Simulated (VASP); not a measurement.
# Rh in VASP: further runs

Rh is run at these levels: PBE; tasks: single point.

Program: VASP 6.6.1. These are calculated values, not measurements. Logs are shortened: lines on timing, memory, paths and dates and some standing lists are left out, and cuts for length are marked.

**1. The cell of the first run**

The cell holds a slab with vacuum, 3 atoms: a = 2.709 Å, b = 2.709 Å, c = 19.830 Å, α = 90.00°, β = 90.00°, γ = 90.00°.

**2. Single point, PBE**

The input, INCAR:

```
  PREC = Accurate
  ENCUT = 520
  EDIFF = 1E-7
  ISMEAR = -1
  SIGMA = 0.05
  LREAL = F
  LASPH = T
  NELM = 100
  ALGO = Normal
  ISIF = 2
  LWAVE = F
  LCHARG = F
  LDIPOL = T
  IDIPOL = 3
  DIPOL = 0.5 0.5 0.500
  GGA = PE
  NBANDS = 30
```

The input, KPOINTS:

```
regular mesh
0
Gamma
  13 13 1
```

The input, POSCAR:

```
Rh
1.0
    2.7085099833      0.0000000000      0.0000000000
    0.0000000000      2.7085099833      0.0000000000
    0.0000000000      0.0000000000     19.8304000000
Rh
3
Direct
    0.0000000000      0.0000000000      0.4034207189
    0.5000000000      0.5000000000      0.5000000000
    0.0000000000      0.0000000000      0.5965792811
```

Potentials or basis: VASP PAW PBE potentials, release 64 (Rh_pv).

Command:

```bash
cat potpaw_PBE.64/Rh_pv/POTCAR > POTCAR
mpirun -np 1 vasp_std > vasp.out
```

OUTCAR:

```text
PREC = Accurate
   ENCUT = 520
   EDIFF = 1E-7
   ISMEAR = -1
   LREAL = F
   LASPH = T
   NELM = 100
   ISIF = 2
   GGA = PE

 ion  position               nearest neighbor table
   1  0.000  0.000  0.403-   2 2.71   2 2.71   2 2.71   2 2.71
   2  0.500  0.500  0.500-   1 2.71   3 2.71   1 2.71   3 2.71   1 2.71   3 2.71   1 2.71   3 2.71

   3  0.000  0.000  0.597-   2 2.71   2 2.71   2 2.71   2 2.71

  LATTYP: Found a simple tetragonal cell.
 ALAT       =     2.7085099833
 C/A-ratio  =     7.3215163032

  Lattice vectors:

 A1 = (   2.7085099833,   0.0000000000,   0.0000000000)
 A2 = (   0.0000000000,   2.7085099833,   0.0000000000)
 A3 = (   0.0000000000,   0.0000000000,  19.8304000000)

Analysis of symmetry for initial positions (statically):
=====================================================================
 Subroutine PRICEL returns:
 Original cell was already a primitive cell.

 Routine SETGRP: Setting up the symmetry group for a
 simple tetragonal supercell.

 Subroutine GETGRP returns: Found 16 space group operations
 (whereof 16 operations were pure point group operations)
 out of a pool of 16 trial point group operations.

The static configuration has the point symmetry D_4h.

Analysis of symmetry for dynamics (positions and initial velocities):
=====================================================================
 Subroutine PRICEL returns:
 Original cell was already a primitive cell.

 Routine SETGRP: Setting up the symmetry group for a
 simple tetragonal supercell.

 Subroutine GETGRP returns: Found 16 space group operations
 (whereof 16 operations were pure point group operations)
 out of a pool of 16 trial point group operations.

The dynamic configuration has the point symmetry D_4h.

 Subroutine INISYM returns: Found 16 space group operations
 (whereof 16 operations are pure point group operations),
 and found     1 'primitive' translations

----------------------------------------------------------------------------------------

                                     Primitive cell

  volume of cell :     145.4763

  direct lattice vectors                    reciprocal lattice vectors
     2.708509983  0.000000000  0.000000000     0.369206688  0.000000000  0.000000000
     0.000000000  2.708509983  0.000000000     0.000000000  0.369206688  0.000000000
     0.000000000  0.000000000 19.830400000     0.000000000  0.000000000  0.050427626

  length of vectors
     2.708509983  2.708509983 19.830400000     0.369206688  0.369206688  0.050427626

  position of ions in fractional coordinates (direct lattice)
     0.000000000  0.000000000  0.403420719
     0.500000000  0.500000000  0.500000000
     0.000000000  0.000000000  0.596579281

  ion indices of the primitive-cell ions
   primitive index   ion index
                 1           1
                 2           2
                 3           3

----------------------------------------------------------------------------------------

 KPOINTS: regular mesh

Automatic generation of k-mesh.
 Grid dimensions read from file:
 generate k-points for:   13   13    1

 Generating k-lattice:

  Cartesian coordinates                     Fractional coordinates (reciprocal lattice)
     0.028400514  0.000000000  0.000000000     0.076923077  0.000000000  0.000000000
     0.000000000  0.028400514  0.000000000     0.000000000  0.076923077  0.000000000
     0.000000000  0.000000000  0.050427626     0.000000000  0.000000000  1.000000000

  Length of vectors
     0.028400514  0.028400514  0.050427626

  Shift w.r.t. Gamma in fractional coordinates (k-lattice)
     0.000000000  0.000000000  0.000000000

 Subroutine IBZKPT returns following result:
 ===========================================

 Found     28 irreducible k-points:

 Following reciprocal coordinates:
            Coordinates               Weight
  0.000000  0.000000  0.000000      1.000000
  0.076923  0.000000  0.000000      4.000000
  0.153846  0.000000  0.000000      4.000000
  0.230769  0.000000  0.000000      4.000000
  0.307692  0.000000  0.000000      4.000000
  0.384615  0.000000  0.000000      4.000000
[... 16 lines left out ...]
  0.307692  0.307692  0.000000      4.000000
  0.384615  0.307692  0.000000      8.000000
 [... further k-points ...]
   k-points           NKPTS =     28   k-points in BZ     NKDIM =     28   number of bands    NBANDS=     30
   number of dos      NEDOS =    301   number of ions     NIONS =      3
   total plane-waves  NPLWV =  60000
   dimension x,y,z NGX =    20 NGY =   20 NGZ =  150
   dimension x,y,z NGXF=    40 NGYF=   40 NGZF=  300
   ions per type =               3
   NGX,Y,Z   is equivalent  to a cutoff of  12.28, 12.28, 12.58 a.u.
   NGXF,Y,Z  is equivalent  to a cutoff of  24.55, 24.55, 25.15 a.u.
 SYSTEM =  unknown system
   PREC   = accura    normal or accurate (medium, high low for compatibility)
   ISTART =      0    job   : 0-new  1-cont  2-samecut
   ICHARG =      2    charge: 1-file 2-atom 10-const
   ISPIN  =      1    spin polarized calculation?
   LNONCOLLINEAR =      F non collinear calculations
   LSORBIT =      F    spin-orbit coupling
   LASPH  =      T    aspherical Exc in radial PAW
   ENCUT  =  520.0 eV  38.22 Ry    6.18 a.u.   5.04  5.04 36.87*2*pi/ulx,y,z
   NELM   =    100;   NELMIN=  2; NELMDL= -5     # of ELM steps
   EDIFF  = 0.1E-06   stopping-criterion for ELM
   LREAL  =      F    real-space projection
   EDIFFG = 0.1E-05   stopping-criterion for IOM
   NSW    =      0    number of steps for IOM
   IBRION =     -1    ionic relax: 0-MD 1-quasi-New 2-CG
   NFREE  =      0    steps in history (QN), initial steepest desc. (CG)
   ISIF   =      2    stress and relaxation
   ISYM   =      2    0-nonsym 1-usesym 2-fastsym
   POTIM  = 0.5000    time-step for ionic-motion
   TEBEG  =    0.0;   TEEND  =   0.0 temperature during run
   PSTRESS=    0.0 pullay stress
   NELECT =      45.0000    total number of electrons
   NUPDOWN=      -1.0000    fix difference up-down
   EMIN   =  10.00;   EMAX   =-10.00  energy-range for DOS
   EFERMI =   0.00;   METHOD = LEGACY
   ISMEAR =    -1;   SIGMA  =   0.05  broadening in eV -4-tet -1-fermi 0-gaus
   EFERMI_NEDOS =   21; number of points for ismear=-14 and -15
   IALGO  =     38    algorithm
   IMIX   =      4    mixing-type and parameters
     AMIX     =   0.40;   BMIX     =  1.00
     AMIX_MAG =   1.60;   BMIX_MAG =  1.00
  volume/ion in A,a.u.               =      48.49       327.24
  Fermi-wavevector in a.u.,A,eV,Ry     =   1.107171  2.092251 16.678411  1.225829
  Thomas-Fermi vector in A             =   2.243682
   LORBIT       =      0    0 simple, 1 ext, 2 COOP (PROOUT), +10 PAW based schemes
   GGA     = PE    functional components
   LHFCALC =     F    Hartree Fock is set to
   AEXX    =    0.0000 exact exchange contribution
   IVDW    =     0    specifies the selected vdW correction
   LEPSILON=     F    determine dielectric tensor
   LRPA    =     F    only Hartree local field effects (RPA)
 non-spin polarized calculation
  energy-cutoff  :      520.00
  volume of cell :      145.48
 maximum number of plane-waves:      3947
   NGX = 11   NGY = 11   NGZ = 73

 number of electron      45.0000015 magnetization

 dipolmoment           0.000000      0.000000      0.000000 electrons x Angstroem

 Free energy of the ion-electron system (eV)
  ---------------------------------------------------
  ext. energy  EPLUGINS =         0.00000000
  ---------------------------------------------------
  free energy    TOTEN  =       -19.61686678 eV

  energy without entropy =      -19.57919431  energy(sigma->0) =      -19.59803055

 E-fermi :  -0.1585     XC(G=0):  -5.0291

 val. band max:       -0.1607652121   @ k =   0.4615   0.1538   0.0000
 cond. band min:      -0.1008221853   @ k =   0.3846   0.3846   0.0000
 fundamental gap:      0.0599430268
 Fermi energy:        -0.1585229726

 k-point     1 :       0.0000    0.0000    0.0000
  band No.  band energies     occupation
      1     -46.8655      2.00000
      2     -46.6513      2.00000
      3     -46.6513      2.00000
      4     -46.1663      2.00000
      5     -46.0874      2.00000
      6     -46.0833      2.00000
[... 22 lines left out ...]
     29       4.5680      0.00000
     30       5.0698      0.00000

 k-point     2 :       0.0769    0.0000    0.0000
  band No.  band energies     occupation
      1     -46.8623      2.00000
      2     -46.6757      2.00000
      3     -46.6488      2.00000
      4     -46.1608      2.00000
      5     -46.1105      2.00000
      6     -46.0902      2.00000
[... 22 lines left out ...]
     29       4.6912      0.00000
     30       5.2284      0.00000

 k-point     3 :       0.1538    0.0000    0.0000
  band No.  band energies     occupation
      1     -46.8544      2.00000
      2     -46.7411      2.00000
      3     -46.6419      2.00000
      4     -46.1623      2.00000
      5     -46.1602      2.00000
      6     -46.1329      2.00000
[... 22 lines left out ...]
     29       5.0580      0.00000
     30       5.7014      0.00000

 k-point     4 :       0.2308    0.0000    0.0000
  band No.  band energies     occupation
      1     -46.8458      2.00000
      2     -46.8294      2.00000
      3     -46.6321      2.00000
      4     -46.2383      2.00000
      5     -46.2240      2.00000
      6     -46.1220      2.00000
[... 616 lines left out ...]
     29       6.6320      0.00000
     30       9.2602      0.00000

 k-point    23 :       0.3077    0.3077    0.0000
  band No.  band energies     occupation
      1     -46.8889      2.00000
      2     -46.8803      2.00000
      3     -46.7867      2.00000
      4     -46.3011      2.00000
      5     -46.2991      2.00000
      6     -46.2747      2.00000
[... 22 lines left out ...]
     29       8.4162      0.00000
     30       8.8508      0.00000

 k-point    24 :       0.3846    0.3077    0.0000
  band No.  band energies     occupation
      1     -46.9563      2.00000
      2     -46.8770      2.00000
      3     -46.7737      2.00000
      4     -46.3502      2.00000
      5     -46.3479      2.00000
      6     -46.2868      2.00000
[... 22 lines left out ...]
     29       8.4489      0.00000
     30       9.4724      0.00000

 [... further k-points ...]

------------------------ aborting loop because EDIFF is reached ----------------------------------------

 vacuum level on the upper side and lower side of the slab       (xc-potential included)        -0.079        -0.079

  FORCE on cell =-STRESS in cart. coord.  units (eV):
  Direction    XX          YY          ZZ          XY          YZ          ZX
  --------------------------------------------------------------------------------------
  -------------------------------------------------------------------------------------
  Total       -3.4280361     -3.4280361     -2.4984454      0.0000000      0.0000000      0.0000000
  in kB      -37.7540554    -37.7540554    -27.5161769      0.0000000      0.0000000      0.0000000
  external PRESSURE =     -34.3414293 kB  Pullay stress =       0.0000000 kB

 VOLUME and BASIS-vectors are now :
 -----------------------------------------------------------------------------
  energy-cutoff  :      520.00
  volume of cell :      145.48
      direct lattice vectors                 reciprocal lattice vectors
     2.708509983  0.000000000  0.000000000     0.369206688  0.000000000  0.000000000
     0.000000000  2.708509983  0.000000000     0.000000000  0.369206688  0.000000000
     0.000000000  0.000000000 19.830400000     0.000000000  0.000000000  0.050427626

 POSITION                                       TOTAL-FORCE (eV/Angst)
 -----------------------------------------------------------------------------------
      0.00000      0.00000      7.99999         0.000000      0.000000      0.646670
      1.35425      1.35425      9.91520         0.000000     -0.000000      0.000000
      0.00000      0.00000     11.83041         0.000000      0.000000     -0.646670
 -----------------------------------------------------------------------------------
    total drift:                                0.000000     -0.000000      0.000000

  FREE ENERGIE OF THE ION-ELECTRON SYSTEM (eV)
  ---------------------------------------------------
  free  energy   TOTEN  =       -19.6168667841 eV

  energy  without entropy=      -19.5791943081  energy(sigma->0) =      -19.59803055

 vacuum level on the upper side and lower side of the slab         4.707         4.707
```

Run time: 70 s. Hardware: 1 thread of AMD EPYC 9R45 (Zen 5), shared host; peak memory 0.24 GiB.

What came out:

```yaml
Free_energy: -19.6169 eV
Largest_force: 0.647 eV/Å
Band_gap_on_the_k_mesh: zero (an odd number of electrons rules out a gap without spin polarisation)
```

Forces on the atoms (eV/Å):
```
Rh   0.000  0.000  0.647
Rh   0.000  0.000  0.000
Rh   0.000  0.000 -0.647
```

**3. Single point, PBE**

The input, INCAR:

```
SYSTEM = Rh
PREC     = Accurate       ! precision mode
ENCUT    = 520            ! plane-wave cutoff, eV
EDIFF    = 1E-6           ! SCF threshold, eV
ISMEAR   = -1             ! smearing method
SIGMA    = 0.05           ! smearing width, eV
LREAL    = .False.        ! projectors in reciprocal space
LASPH    = .True.         ! aspherical terms in the spheres
NELM     = 100            ! most SCF steps
ALGO     = Normal         ! electronic algorithm
ISIF     = 2              ! what is computed and relaxed
LWAVE    = .False.        ! write WAVECAR
LCHARG   = .True.         ! write CHGCAR
LDIPOL   = .True.       
IDIPOL   = 3            
DIPOL    = 0.5 0.5 0.500
GGA      = PE             ! functional
LELF     = .True.         ! ELF
LVHAR    = .True.       
LVACPOTAV= .True.       
NBANDS   = 30             ! bands
```

The input, KPOINTS:

```
regular mesh
0
Gamma
  13 13 1
  0 0 0
```

POSCAR is that of step 2.

Potentials or basis: VASP PAW PBE potentials, release 64 (Rh_pv).

Command:

```bash
cat potpaw_PBE.64/Rh_pv/POTCAR > POTCAR
mpirun -np 1 vasp_std > vasp.out
```

Run time: 69 s. Hardware: 1 thread of AMD EPYC 9R45 (Zen 5), shared host; peak memory 0.24 GiB.

Results (log left out):

```yaml
Free_energy: -19.6169 eV
Largest_force: 0.647 eV/Å
Band_gap_on_the_k_mesh: zero (an odd number of electrons rules out a gap without spin polarisation)
```

Forces on the atoms (eV/Å):
```
Rh   0.000  0.000  0.647
Rh   0.000  0.000  0.000
Rh   0.000  0.000 -0.647
```

Levels at points of the mesh, in eV from the Fermi level:
| k point | band 20 | band 21 | band 22 | band 23 | band 24 | band 25 | band 26 | band 27 |
| --- | --- | --- | --- | --- | --- | --- | --- | --- |
| (0.00, 0.00, 0.00) | -0.65 | -0.65 | -0.56 | 0.28 | 0.30 | 0.62 | 0.63 | 0.63 |

(Continued in part 2 of 2.)

The gap in the log of VASP goes by the Fermi energy; the results here count the filled bands.